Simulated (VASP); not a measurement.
A run of VASP 6.6.1 is set up as follows.

POSCAR

```
Ga2O3
1.0
    6.1274132809     -1.5195579626     -0.0026133712
    6.1274132809      1.5195579626     -0.0026133712
   -1.3836386891      0.0000000000      5.6410835604
Ga O
4 6
Direct
    0.3412592011      0.3412592011      0.6855528925
    0.6587407989      0.6587407989      0.3144471075
    0.9094930990      0.9094930990      0.2052289645
    0.0905069010      0.0905069010      0.7947710355
    0.5037036209      0.5037036209      0.7437495194
    0.4962963791      0.4962963791      0.2562504806
    0.8266558501      0.8266558501      0.4364660272
    0.1733441499      0.1733441499      0.5635339728
    0.1642075727      0.1642075727      0.1091301414
    0.8357924273      0.8357924273      0.8908698586
```

File INCAR.step1:

```
  ALGO = Normal
  EDIFF = 1E-4
  ENCUT = 520
  GGA = PE
  ISMEAR = 0
  LASPH = True
  LCHARG = False
  LREAL = False
  LWAVE = True
  NBANDS = 55
  NELM = 60
  PREC = Accurate
  SIGMA = 0.01
```

INCAR.step2

```
  ALGO = Normal
  EDIFF = 1E-6
  ENCUT = 520
  ISIF = 2
  ISMEAR = 0
  ISTART = 1
  LASPH = True
  LCHARG = False
  LMIXTAU = True
  LREAL = False
  LWAVE = False
  METAGGA = R2SCAN
  NBANDS = 55
  NELM = 60
  PREC = Accurate
  SIGMA = 0.01
```

File KPOINTS:

```
k-points
0
Gamma
  8 8 4
```

Potentials or basis: VASP PAW PBE potentials, release 64 (Ga_d, O).

The run is started by

```bash
$ cat potpaw_PBE.64/Ga_d/POTCAR potpaw_PBE.64/O/POTCAR > POTCAR
$ cp INCAR.step1 INCAR
$ mpirun -np 1 vasp_std > vasp.out
$ cp INCAR.step2 INCAR
$ mpirun -np 1 vasp_std > vasp.out
```

Q: What does it give for the band gap on the k mesh?

A: 3.01 eV (least direct gap 3.04 eV).

Q: What does it give for the pressure?

A: 1.8 GPa.

Forces in eV/Å, atoms in the order of the input:
```
Ga   0.014  0.000 -0.049
Ga  -0.014  0.000  0.049
Ga  -0.019  0.000  0.002
Ga   0.019  0.000 -0.002
O   -0.078  0.000 -0.029
O    0.078  0.000  0.029
O   -0.030  0.000  0.055
O    0.030  0.000 -0.055
O    0.063  0.000  0.035
O   -0.063  0.000 -0.035
```

Caveat: the PAW data sets were made with another functional, which shifts forces and pressure a little. A k mesh can miss the band edges.
